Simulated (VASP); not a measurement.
# Ir (Fm-3m) in VASP: single point with PBEsol

Aim: the single point of Ir with PBEsol.

Everything below comes from runs of VASP 6.6.1. Logs are shortened: lines on timing, memory, paths and dates and some standing lists are left out, and cuts for length are marked.

**1. The cell of the first run**

The structure is cubic, space group Fm-3m (No. 225). The conventional cell has a = 3.831 Å, b = 3.831 Å, c = 3.831 Å, α = 90.00°, β = 90.00°, γ = 90.00°. Ir (site symmetry m-3m) has 12 Ir at 2.71 Å within 3.6 Å.

**2. Single point, PBEsol**

Input file INCAR:

```
PREC = Accurate
ENCUT = 560
EDIFF = 1E-6
ISMEAR = -1
SIGMA = 0.1
LREAL = False
LASPH = True
NELM = 120
ALGO = Normal
ISIF = 2
LWAVE = False
LCHARG = True
GGA = PS
LELF = True
LVHAR = True
NBANDS = 14
GGA_COMPAT = False
```

Input file KPOINTS:

```
Automatic mesh
0
Gamma
  20 20 20
```

Input file POSCAR:

```
Ir
1.0
    0.0000000000      1.9153996280      1.9153996280
    1.9153996280      0.0000000000      1.9153996280
    1.9153996280      1.9153996280      0.0000000000
Ir
1
Direct
    0.0000000000      0.0000000000      0.0000000000
```

Potentials or basis: VASP PAW PBE potentials, release 64 (Ir_sv_GW).

Started as:

```bash
cat potpaw_PBE.64/Ir_sv_GW/POTCAR > POTCAR
mpirun -np 1 vasp_std > vasp.out
```

OUTCAR:

```text
PREC = Accurate
   ENCUT = 560
   EDIFF = 1E-6
   ISMEAR = -1
   LREAL = False
   LASPH = True
   NELM = 120
   ISIF = 2
   GGA = PS

 ion  position               nearest neighbor table
   1  0.000  0.000  0.000-

  LATTYP: Found a face centered cubic cell.
 ALAT       =     3.8307992560

  Lattice vectors:

 A1 = (   0.0000000000,   1.9153996280,   1.9153996280)
 A2 = (   1.9153996280,   0.0000000000,   1.9153996280)
 A3 = (   1.9153996280,   1.9153996280,   0.0000000000)

Analysis of symmetry for initial positions (statically):
=====================================================================
 Subroutine PRICEL returns:
 Original cell was already a primitive cell.

 Routine SETGRP: Setting up the symmetry group for a
 face centered cubic supercell.

 Subroutine GETGRP returns: Found 48 space group operations
 (whereof 48 operations were pure point group operations)
 out of a pool of 48 trial point group operations.

The static configuration has the point symmetry O_h .

Analysis of symmetry for dynamics (positions and initial velocities):
=====================================================================
 Subroutine PRICEL returns:
 Original cell was already a primitive cell.

 Routine SETGRP: Setting up the symmetry group for a
 face centered cubic supercell.

 Subroutine GETGRP returns: Found 48 space group operations
 (whereof 48 operations were pure point group operations)
 out of a pool of 48 trial point group operations.

The dynamic configuration has the point symmetry O_h .

 Subroutine INISYM returns: Found 48 space group operations
 (whereof 48 operations are pure point group operations),
 and found     1 'primitive' translations

----------------------------------------------------------------------------------------

                                     Primitive cell

  volume of cell :      14.0543

  direct lattice vectors                    reciprocal lattice vectors
     0.000000000  1.915399628  1.915399628    -0.261042131  0.261042131  0.261042131
     1.915399628  0.000000000  1.915399628     0.261042131 -0.261042131  0.261042131
     1.915399628  1.915399628  0.000000000     0.261042131  0.261042131 -0.261042131

  length of vectors
     2.708784131  2.708784131  2.708784131     0.452138233  0.452138233  0.452138233

  position of ions in fractional coordinates (direct lattice)
[... 70 lines left out ...]
   ICHARG =      2    charge: 1-file 2-atom 10-const
   ISPIN  =      1    spin polarized calculation?
   LNONCOLLINEAR =      F non collinear calculations
   LSORBIT =      F    spin-orbit coupling
   LASPH  =      T    aspherical Exc in radial PAW
   ENCUT  =  560.0 eV  41.16 Ry    6.42 a.u.   5.23  5.23  5.23*2*pi/ulx,y,z
   NELM   =    120;   NELMIN=  2; NELMDL= -5     # of ELM steps
   EDIFF  = 0.1E-05   stopping-criterion for ELM
   LREAL  =      F    real-space projection
[... 7 lines left out ...]
   TEBEG  =    0.0;   TEEND  =   0.0 temperature during run
   PSTRESS=    0.0 pullay stress
   NELECT =      17.0000    total number of electrons
   NUPDOWN=      -1.0000    fix difference up-down
   EMIN   =  10.00;   EMAX   =-10.00  energy-range for DOS
   EFERMI =   0.00;   METHOD = LEGACY
   ISMEAR =    -1;   SIGMA  =   0.10  broadening in eV -4-tet -1-fermi 0-gaus
   EFERMI_NEDOS =   21; number of points for ismear=-14 and -15
   IALGO  =     38    algorithm
   IMIX   =      4    mixing-type and parameters
     AMIX     =   0.40;   BMIX     =  1.00
     AMIX_MAG =   1.60;   BMIX_MAG =  1.00
  volume/ion in A,a.u.               =      14.05        94.84
  Fermi-wavevector in a.u.,A,eV,Ry     =   1.744302  3.296253 41.396955  3.042590
  Thomas-Fermi vector in A             =   2.816208
   LORBIT       =      0    0 simple, 1 ext, 2 COOP (PROOUT), +10 PAW based schemes
   GGA     = PS    functional components
   LHFCALC =     F    Hartree Fock is set to
   AEXX    =    0.0000 exact exchange contribution
   IVDW    =     0    specifies the selected vdW correction
   LEPSILON=     F    determine dielectric tensor
   LRPA    =     F    only Hartree local field effects (RPA)
 non-spin polarized calculation
  energy-cutoff  :      560.00
  volume of cell :       14.05
 maximum number of plane-waves:       444
 NGX is ok and might be reduce to    24
   NGX = 11   NGY = 11   NGZ = 11

 number of electron      17.0000000 magnetization

 Free energy of the ion-electron system (eV)
  ---------------------------------------------------
  ext. energy  EPLUGINS =         0.00000000
  ---------------------------------------------------
  free energy    TOTEN  =       -10.41559746 eV

  energy without entropy =      -10.38878487  energy(sigma->0) =      -10.40219117

 E-fermi :  12.8261     XC(G=0): -14.7487

 val. band max:       12.8249128162   @ k =   0.3000   0.2000   0.0000
 cond. band min:      12.8302240834   @ k =  -0.4000   0.4500   0.0500
 fundamental gap:      0.0053112671
 Fermi energy:        12.8260817248

 k-point     1 :       0.0000    0.0000    0.0000
  band No.  band energies     occupation
      1     -80.1837      2.00000
      2     -36.5592      2.00000
      3     -36.5592      2.00000
      4     -36.5592      2.00000
      5       1.6200      2.00000
      6       8.9278      2.00000
      7       8.9278      2.00000
      8       8.9278      2.00000
      9      11.6674      1.99998
     10      11.6674      1.99998
     11      26.4328      0.00000
     12      31.9724      0.00000
     13      31.9724      0.00000
     14      31.9724      0.00000
[... 377 lines left out ...]
      1     -80.1270      2.00000
      2     -37.2330      2.00000
      3     -36.6765      2.00000
      4     -36.6495      2.00000
      5       4.7248      2.00000
      6       8.9918      2.00000
      7       9.1036      2.00000
      8       9.7473      2.00000
      9      12.6899      1.59221
     10      13.4888      0.00264
     11      23.0518      0.00000
     12      27.3727      0.00000
     13      32.9968      0.00000
     14      34.5408      0.00000

 [... further k-points ...]
[... 5 lines left out ...]
  --------------------------------------------------------------------------------------
  -------------------------------------------------------------------------------------
  Total       -0.1671444     -0.1671444     -0.1671444      0.0000000      0.0000000      0.0000000
  in kB      -19.0543494    -19.0543494    -19.0543494      0.0000000      0.0000000      0.0000000
  external PRESSURE =     -19.0543494 kB  Pullay stress =       0.0000000 kB

 VOLUME and BASIS-vectors are now :
 -----------------------------------------------------------------------------
  energy-cutoff  :      560.00
  volume of cell :       14.05
      direct lattice vectors                 reciprocal lattice vectors
     0.000000000  1.915399628  1.915399628    -0.261042131  0.261042131  0.261042131
     1.915399628  0.000000000  1.915399628     0.261042131 -0.261042131  0.261042131
     1.915399628  1.915399628  0.000000000     0.261042131  0.261042131 -0.261042131

 POSITION                                       TOTAL-FORCE (eV/Angst)
 -----------------------------------------------------------------------------------
      0.00000      0.00000      0.00000         0.000000     -0.000000      0.000000
 -----------------------------------------------------------------------------------
    total drift:                                0.000000      0.000000      0.000000

  FREE ENERGIE OF THE ION-ELECTRON SYSTEM (eV)
  ---------------------------------------------------
  free  energy   TOTEN  =       -10.4155974598 eV

  energy  without entropy=      -10.3887848711  energy(sigma->0) =      -10.40219117
```

stdout:

```text
POSCAR found type information on POSCAR Ir
 POSCAR found :  1 types and       1 ions
 scaLAPACK will be used
 -----------------------------------------------------------------------------
|                                                                             |
|                                                                             |
|     You enforced a specific xc type in the INCAR file but a different       |
|     I HOPE YOU KNOW WHAT YOU ARE DOING!                                     |
|                                                                             |
 -----------------------------------------------------------------------------

 LDA part: xc-table for (Slater+PW92), standard interpolation
 POSCAR, INCAR and KPOINTS ok, starting setup
 FFT: planning ... GRIDC
 FFT: planning ... GRID_SOFT
 FFT: planning ... GRID
 WAVECAR not read
 entering main loop
```

Run time: 18 s. Hardware: 1 thread of Intel Xeon 6975P-C (Granite Rapids), shared host; peak memory 0.19 GiB.

Results:

```
Free energy            : -10.4156 eV
Pressure               : -1.9 GPa
Band gap on the k mesh : zero (an odd number of electrons rules out a gap without spin polarisation)
```

Caveat: the PAW data sets were made with another functional, which shifts forces and pressure a little; spin-orbit coupling is left out, which moves the levels of the heavy elements.
